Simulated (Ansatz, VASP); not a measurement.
## BeSn2: VASP beside Ansatz

The input INCAR:

```
SYSTEM = BeSn2
PREC = Accurate
ENCUT = 520
EDIFF = 1E-6
ISMEAR = 0
SIGMA = 0.1
LREAL = .FALSE.
LASPH = .TRUE.
NELM = 60
ALGO = Fast
ISIF = 2
LWAVE = .FALSE.
LCHARG = .FALSE.
GGA = PE
NBANDS = 22
```

File KPOINTS:

```
Automatic mesh
0
G
  12 12 10
  0 0 0
```

POSCAR

```
BeSn2
1.0
    3.9443776601      0.0000000000      0.0000000000
   -1.9721888300      3.4159312558      0.0000000000
    0.0000000000      0.0000000000      4.9272660560
Be Sn
1 2
Direct
    0.0000000000      0.0000000000      0.5000000000
    0.3333333333      0.6666666667      0.7488178296
    0.6666666667      0.3333333333      0.2511821704
```

Input for Ansatz:

```yaml
crystal:
  lattice:
    - [3.9443776601, 0.0, 0.0]
    - [-1.97218883, 3.4159312558, 0.0]
    - [0.0, 0.0, 4.927266056]
  atoms:
    - { symbol: Be, position: [0.0, 0.0, 0.5] }
    - { symbol: Sn, position: [0.3333333333, 0.6666666667, 0.7488178296] }
    - { symbol: Sn, position: [0.6666666667, 0.3333333333, 0.2511821704] }
basis:
  ecutwfc: 420
kpoints:
  mp_grid: { grid: [12, 12, 10] }
hamiltonian:
  xc: pbe
scf:
  occupations: { method: gaussian, width: 0.1 }
  mixing: { preconditioner: local_kerker }
output:
  forces: true
  eigenvalues: true
  stress: true
```

Alike in both runs: task single point; functional PBE; k mesh 12 × 12 × 10; occupations gaussian, width 0.1 eV; no spin polarisation.

```csv
,VASP,Ansatz
version,VASP 6.6.1,Ansatz 0.2.0
potentials or method,"VASP PAW PBE potentials, release 64 (Be, Sn_d), cutoff 520 eV","scalar-relativistic, plane waves, PAW"
valence electrons in the cell,30,30
```

```tsv
	VASP	Ansatz	Ansatz less VASP
gap on the k mesh at the Fermi level (eV)	none	none	-
pressure (GPa)	-0.1	0.0	+0.11
```

A gap of «none» marks a metal or a gap that the smearing closes. With one functional, cell and mesh, what is left measures potentials, basis and numerics.
